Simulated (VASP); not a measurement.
# GaSi16 (a cell with a defect) in VASP: a series of runs

GaSi16 (a cell with a defect) is run at these levels: PBE+D3(BJ); tasks: single point.

All numbers are computed with VASP 6.6.1; they aren't measurements. Logs are shortened: lines on timing, memory, paths and dates and some standing lists are left out, and cuts for length are marked.

## Step 1: The cell of the first run

The cell holds a defect, 17 atoms: a = 7.679 Å, b = 7.679 Å, c = 7.679 Å, α = 60.00°, β = 60.00°, γ = 60.00°.

## Step 2: Single point, PBE+D3(BJ), collinear spin, zero start

INCAR reads:

```
SYSTEM = GaSi16
  PREC = Accurate
  ENCUT = 520
  EDIFF = 1E-6
  ISMEAR = 0
  SIGMA = 0.02
  LREAL = Auto
  LASPH = .True.
  NELM = 150
  ALGO = Normal
  ISIF = 2
  LWAVE = .False.
  LCHARG = .False.
  ISPIN = 2
  MAGMOM = 0 0 0 0 0 0 0 0 0 0 0 0 0 0 0 0 0
  LORBIT = 11
  GGA = PE
  IVDW = 12
  NBANDS = 56
```

KPOINTS reads:

```
Automatic mesh
0
Gamma
  2 2 2
  0 0 0
```

POSCAR reads:

```
GaSi16
1.0
    0.0000000000      5.4300000000      5.4300000000
    5.4300000000      0.0000000000      5.4300000000
    5.4300000000      5.4300000000      0.0000000000
Si Ga
16 1
Direct
    0.0209882136      0.0204812155     -0.0624217311
    0.1133819521      0.1129108656      0.1133191529
   -0.0023262431     -0.0028186924      0.4902835175
    0.1462426335      0.1457430018      0.5618072744
   -0.0262842541      0.5082172192      0.0094046961
    0.1133989871      0.6599120626      0.1133227440
   -0.0023243094      0.5143957643      0.4902878453
    0.1102474217      0.6260488950      0.6371945672
    0.5087091160     -0.0267820442      0.0093984346
    0.6604253223      0.1129076427      0.1133210866
    0.5148970534     -0.0028197053      0.4902850829
    0.6265472376      0.1097511050      0.6371908840
    0.5086975138      0.5082177716      0.0094056169
    0.6065230203      0.6060182320      0.1809734807
    0.4816850829      0.4811876611      0.5554786372
    0.6265450276      0.6260483425      0.6371956722
    0.2913441989      0.2908200737      1.1265303867
```

Potentials or basis: VASP PAW PBE potentials, release 64 (Si, Ga_d).

The run is started by

```sh
cat potpaw_PBE.64/Si/POTCAR potpaw_PBE.64/Ga_d/POTCAR > POTCAR
mpirun -np 1 vasp_std > vasp.out
```

OUTCAR:

```text
SYSTEM = GaSi16
   PREC = Accurate
   ENCUT = 520
   EDIFF = 1E-6
   ISMEAR = 0
   LREAL = Auto
   LASPH = .True.
   NELM = 150
   ISIF = 2
   ISPIN = 2
   LORBIT = 11
   GGA = PE
   IVDW = 12
 IVDW          = 12

 ion  position               nearest neighbor table
   1  0.021  0.020  0.938-  10 2.29   2 2.29   6 2.29   4 2.36
   2  0.113  0.113  0.113-   1 2.29   3 2.37  17 2.43   5 2.49   9 2.49
   3  0.998  0.997  0.490-  12 2.33   8 2.33   4 2.34   2 2.37
   4  0.146  0.146  0.562-   7 2.34   3 2.34  11 2.34   1 2.36  17 2.73
   5  0.974  0.508  0.009-  14 2.33   8 2.34  17 2.48   6 2.49   2 2.49
   6  0.113  0.660  0.113-   1 2.29   7 2.37  17 2.43   5 2.49  13 2.49
   7  0.998  0.514  0.490-  16 2.33   8 2.33   4 2.34   6 2.37
   8  0.110  0.626  0.637-   7 2.33   3 2.33   5 2.34  15 2.35
   9  0.509  0.973  0.009-  14 2.33  12 2.34  17 2.48   2 2.49  10 2.49
  10  0.660  0.113  0.113-   1 2.29  11 2.37  17 2.43  13 2.49   9 2.49
  11  0.515  0.997  0.490-  12 2.33  16 2.33   4 2.34  10 2.37
  12  0.627  0.110  0.637-   3 2.33  11 2.33   9 2.34  15 2.35
  13  0.509  0.508  0.009-  14 2.33  16 2.34  17 2.48   6 2.49  10 2.49
  14  0.607  0.606  0.181-   5 2.33  13 2.33   9 2.33  15 2.35
  15  0.482  0.481  0.555-  12 2.35  16 2.35   8 2.35  14 2.35
  16  0.627  0.626  0.637-   7 2.33  11 2.33  13 2.34  15 2.35
  17  0.291  0.291  0.127-  10 2.43   2 2.43   6 2.43   9 2.48  13 2.48   5 2.48   4 2.73

  LATTYP: Found a face centered cubic cell.
 ALAT       =    10.8600000000

  Lattice vectors:

 A1 = (   0.0000000000,   5.4300000000,   5.4300000000)
 A2 = (   5.4300000000,   0.0000000000,   5.4300000000)
 A3 = (   5.4300000000,   5.4300000000,   0.0000000000)

Analysis of symmetry for initial positions (statically):
=====================================================================
 Subroutine PRICEL returns:
 Original cell was already a primitive cell.

 Routine SETGRP: Setting up the symmetry group for a
 face centered cubic supercell.

 Subroutine GETGRP returns: Found  2 space group operations
 (whereof  1 operations were pure point group operations)
 out of a pool of 48 trial point group operations.

The static configuration has the point symmetry C_1 .
 The point group associated with its full space group is C_1h.

Analysis of symmetry for dynamics (positions and initial velocities):
=====================================================================
 Subroutine PRICEL returns:
 Original cell was already a primitive cell.

 Routine SETGRP: Setting up the symmetry group for a
 face centered cubic supercell.

 Subroutine GETGRP returns: Found  2 space group operations
 (whereof  1 operations were pure point group operations)
 out of a pool of 48 trial point group operations.

The dynamic configuration has the point symmetry C_1 .
 The point group associated with its full space group is C_1h.

Analysis of structural, dynamic, and magnetic symmetry:
=====================================================================
 Subroutine PRICEL returns:
 Original cell was already a primitive cell.

 Routine SETGRP: Setting up the symmetry group for a
 face centered cubic supercell.

 Subroutine GETGRP returns: Found  2 space group operations
 (whereof  1 operations were pure point group operations)
 out of a pool of 48 trial point group operations.

The overall configuration has the point symmetry C_1 .
 The point group associated with its full space group is C_1h.

 Subroutine INISYM returns: Found  2 space group operations
 (whereof  1 operations are pure point group operations),
 and found     1 'primitive' translations

----------------------------------------------------------------------------------------

                                     Primitive cell

  volume of cell :     320.2060

  direct lattice vectors                    reciprocal lattice vectors
     0.000000000  5.430000000  5.430000000    -0.092081031  0.092081031  0.092081031
     5.430000000  0.000000000  5.430000000     0.092081031 -0.092081031  0.092081031
     5.430000000  5.430000000  0.000000000     0.092081031  0.092081031 -0.092081031

  length of vectors
     7.679179644  7.679179644  7.679179644     0.159489025  0.159489025  0.159489025

  position of ions in fractional coordinates (direct lattice)
     0.020988214  0.020481215  0.937578269
     0.113381952  0.112910866  0.113319153
     0.997673757  0.997181308  0.490283518
[... 78 lines left out ...]
   PREC   = accura    normal or accurate (medium, high low for compatibility)
   ISTART =      0    job   : 0-new  1-cont  2-samecut
   ICHARG =      2    charge: 1-file 2-atom 10-const
   ISPIN  =      2    spin polarized calculation?
   LNONCOLLINEAR =      F non collinear calculations
   LSORBIT =      F    spin-orbit coupling
   LASPH  =      T    aspherical Exc in radial PAW
   ENCUT  =  520.0 eV  38.22 Ry    6.18 a.u.  14.28 14.28 14.28*2*pi/ulx,y,z
   NELM   =    150;   NELMIN=  2; NELMDL= -5     # of ELM steps
   EDIFF  = 0.1E-05   stopping-criterion for ELM
   LREAL  =      T    real-space projection
   EDIFFG = 0.1E-04   stopping-criterion for IOM
   NSW    =      0    number of steps for IOM
   IBRION =     -1    ionic relax: 0-MD 1-quasi-New 2-CG
   NFREE  =      0    steps in history (QN), initial steepest desc. (CG)
   ISIF   =      2    stress and relaxation
   ISYM   =      2    0-nonsym 1-usesym 2-fastsym
   POTIM  = 0.5000    time-step for ionic-motion
   TEBEG  =    0.0;   TEEND  =   0.0 temperature during run
   PSTRESS=    0.0 pullay stress
   NELECT =      77.0000    total number of electrons
   NUPDOWN=      -1.0000    fix difference up-down
   EMIN   =  10.00;   EMAX   =-10.00  energy-range for DOS
   EFERMI =   0.00;   METHOD = LEGACY
   ISMEAR =     0;   SIGMA  =   0.02  broadening in eV -4-tet -1-fermi 0-gaus
   EFERMI_NEDOS =   21; number of points for ismear=-14 and -15
   IALGO  =     38    algorithm
   IMIX   =      4    mixing-type and parameters
     AMIX     =   0.40;   BMIX     =  1.00
     AMIX_MAG =   1.60;   BMIX_MAG =  1.00
  volume/ion in A,a.u.               =      18.84       127.11
  Fermi-wavevector in a.u.,A,eV,Ry     =   1.018033  1.923804 14.100962  1.036391
  Thomas-Fermi vector in A             =   2.151468
   LORBIT       =     11    0 simple, 1 ext, 2 COOP (PROOUT), +10 PAW based schemes
   GGA     = PE    functional components
   LHFCALC =     F    Hartree Fock is set to
   AEXX    =    0.0000 exact exchange contribution
   IVDW    =    12    specifies the selected vdW correction
   LEPSILON=     F    determine dielectric tensor
   LRPA    =     F    only Hartree local field effects (RPA)
 spin polarized calculation
 Gauss-broadening in eV      SIGMA  =   0.02
  energy-cutoff  :      520.00
  volume of cell :      320.21
 maximum number of plane-waves:      8646
 NGX is ok and might be reduce to    60
   NGX = 29   NGY = 29   NGZ = 29

 number of electron      76.9999991 magnetization       0.0000146

 number of electron      76.9999991 magnetization      -0.0000000

 Free energy of the ion-electron system (eV)
  ---------------------------------------------------
  ext. energy  EPLUGINS =         0.00000000
  ---------------------------------------------------
  free energy    TOTEN  =       -85.18981817 eV

  energy without entropy =      -85.18947589  energy(sigma->0) =      -85.18964703

 E-fermi :   6.9076     XC(G=0):  -9.7518

 val. band max:        6.8780445625   @ k =   0.0000   0.0000   0.5000
 cond. band min:       6.9429130511   @ k =   0.0000   0.5000   0.0000
 fundamental gap:      0.0648684886
 Fermi energy:         6.9076057270

 spin component 1

 k-point     1 :       0.0000    0.0000    0.0000
  band No.  band energies     occupation
      1      -8.6817      1.00000
      2      -8.6817      1.00000
      3      -8.6281      1.00000
      4      -8.5629      1.00000
      5      -8.5629      1.00000
      6      -6.0731      1.00000
[... 307 lines left out ...]
     49      10.3494      0.00000
     50      10.4309      0.00000
 Fermi energy:         6.9076057270

 spin component 2

 k-point     1 :       0.0000    0.0000    0.0000
  band No.  band energies     occupation
      1      -8.6817      1.00000
      2      -8.6817      1.00000
      3      -8.6281      1.00000
      4      -8.5629      1.00000
      5      -8.5629      1.00000
      6      -6.0731      1.00000
[... 307 lines left out ...]
     49      10.3494      0.00000
     50      10.4309      0.00000
 [bands above 50 left out]

------------------------ aborting loop because EDIFF is reached ----------------------------------------

 Edisp (eV)   -5.62283

 E8    (eV) :    -2.3445

  FORCE on cell =-STRESS in cart. coord.  units (eV):
  Direction    XX          YY          ZZ          XY          YZ          ZX
  --------------------------------------------------------------------------------------
  -------------------------------------------------------------------------------------
  Total       5.08570     5.08475     5.08475    -2.23964     2.23865     2.23964
  in kB      25.44674    25.44196    25.44196   -11.20620    11.20128    11.20620
  external pressure =       25.44 kB  Pullay stress =        0.00 kB

 VOLUME and BASIS-vectors are now :
 -----------------------------------------------------------------------------
  energy-cutoff  :      520.00
  volume of cell :      320.21
      direct lattice vectors                 reciprocal lattice vectors
     0.000000000  5.430000000  5.430000000    -0.092081031  0.092081031  0.092081031
     5.430000000  0.000000000  5.430000000     0.092081031 -0.092081031  0.092081031
     5.430000000  5.430000000  0.000000000     0.092081031  0.092081031 -0.092081031

 POSITION                                       TOTAL-FORCE (eV/Angst)
 -----------------------------------------------------------------------------------
      5.20226      5.20502      0.22518        -0.056125     -0.057782      0.057782
      1.22843      1.23099      1.22877        -0.068481     -0.067123      0.003890
      8.07693      8.07961     10.83206        -0.015376     -0.014954     -0.026260
      3.84200      3.84471      1.58548        -0.046169     -0.045239      0.045239
      2.81069      5.33834      8.04690        -0.067772      0.015610      0.068152
      4.19866      1.23110      4.19908        -0.003039     -0.068610      0.068610
[... 9 lines left out ...]
      6.85941      6.86211      6.80158        -0.011419     -0.011538      0.057006
      2.26621      2.26906      3.16115         0.588872      0.589053     -0.589053
 -----------------------------------------------------------------------------------
    total drift:                                0.000228      0.003138      0.010720

  FREE ENERGIE OF THE ION-ELECTRON SYSTEM (eV)
  ---------------------------------------------------
  free  energy   TOTEN  =       -90.8126435474 eV

  energy  without entropy=      -90.8123012616  energy(sigma->0) =      -90.81247240

 total charge

# of ion       s       p       d       tot
------------------------------------------
    1        0.764   0.962   0.000   1.726
    2        0.763   0.911   0.000   1.674
    3        0.747   0.942   0.000   1.690
    4        0.747   0.943   0.000   1.690
    5        0.755   0.914   0.000   1.668
    6        0.763   0.911   0.000   1.674
[... 9 lines left out ...]
   16        0.741   0.954   0.000   1.696
   17        1.034   0.816  10.041  11.892
--------------------------------------------------
tot         13.067  15.778  10.041  38.886

 magnetization (x)

# of ion       s       p       d       tot
------------------------------------------
    1        0.000   0.000   0.000   0.000
    2        0.000  -0.000   0.000  -0.000
    3        0.000  -0.000   0.000   0.000
    4       -0.000   0.000   0.000   0.000
    5        0.000   0.000   0.000   0.000
    6        0.000  -0.000   0.000   0.000
[... 9 lines left out ...]
   16        0.000   0.000   0.000   0.000
   17        0.000  -0.000  -0.000  -0.000
--------------------------------------------------
tot          0.000   0.000  -0.000   0.000
```

Run time: 11 min. Hardware: 1 thread of AMD EPYC 7R13, shared host; peak memory 0.67 GiB.

What came out:

* Free energy: -90.8126 eV
* Pressure: 2.5 GPa
* Largest force: 1.020 eV/Å
* Net moment: 0.00 μB per cell
* Valence electrons inside the program's atomic spheres: Si 1.73, 1.67, 1.69, 1.70; Ga 11.89
* Dispersion energy per atom: -0.331 eV

Forces on the atoms (eV/Å):
```
Si  -0.056 -0.058  0.058
Si  -0.068 -0.067  0.004
Si  -0.015 -0.015 -0.026
Si  -0.046 -0.045  0.045
Si  -0.068  0.016  0.068
Si  -0.003 -0.069  0.069
Si   0.026 -0.015  0.015
Si  -0.011 -0.057  0.012
Si   0.016 -0.067  0.067
Si  -0.068 -0.004  0.067
Si  -0.015  0.026  0.015
Si  -0.057 -0.011  0.011
Si  -0.068 -0.068 -0.016
Si  -0.071 -0.071  0.071
Si  -0.072 -0.072  0.072
Si  -0.011 -0.012  0.057
Ga   0.589  0.589 -0.589
```

Stress tensor (GPa, compression positive):
```
 2.54 -1.12  1.12
-1.12  2.54  1.12
 1.12  1.12  2.54
```

Levels at points of the mesh, in eV from the Fermi level:
Spin up:
```
           k point  band 35  band 36  band 37  band 38  band 39  band 40  band 41  band 42
(0.00, 0.00, 0.00)    -1.63    -0.87    -0.68    -0.68    -0.65    -0.18    -0.18     0.07
(0.50, 0.00, 0.00)    -1.53    -1.53    -1.50    -0.66     0.04     0.24     0.67     0.73
(0.00, 0.50, 0.00)    -1.53    -1.53    -1.50    -0.66     0.04     0.24     0.67     0.73
(0.00, 0.00, 0.50)    -1.45    -1.37    -1.37    -1.15    -0.03     0.36     0.36     1.05
(0.50, 0.50, 0.00)    -2.12    -1.97    -1.89    -0.46     0.06     0.74     1.30     1.39
(0.00, 0.50, 0.50)    -2.12    -1.97    -1.89    -0.46     0.06     0.74     1.30     1.39
```
Spin down:
```csv
k point,band 35,band 36,band 37,band 38,band 39,band 40,band 41,band 42
"(0.00, 0.00, 0.00)",-1.63,-0.87,-0.68,-0.68,-0.65,-0.18,-0.18,0.07
"(0.50, 0.00, 0.00)",-1.53,-1.53,-1.50,-0.66,0.04,0.24,0.67,0.73
"(0.00, 0.50, 0.00)",-1.53,-1.53,-1.50,-0.66,0.04,0.24,0.67,0.73
"(0.00, 0.00, 0.50)",-1.45,-1.37,-1.37,-1.15,-0.03,0.36,0.36,1.05
"(0.50, 0.50, 0.00)",-2.12,-1.97,-1.89,-0.46,0.06,0.74,1.30,1.39
"(0.00, 0.50, 0.50)",-2.12,-1.97,-1.89,-0.46,0.06,0.74,1.30,1.39
```

Caveat: the k points lie up to 0.50 Å⁻¹ apart.

[end of part 1 of 2]
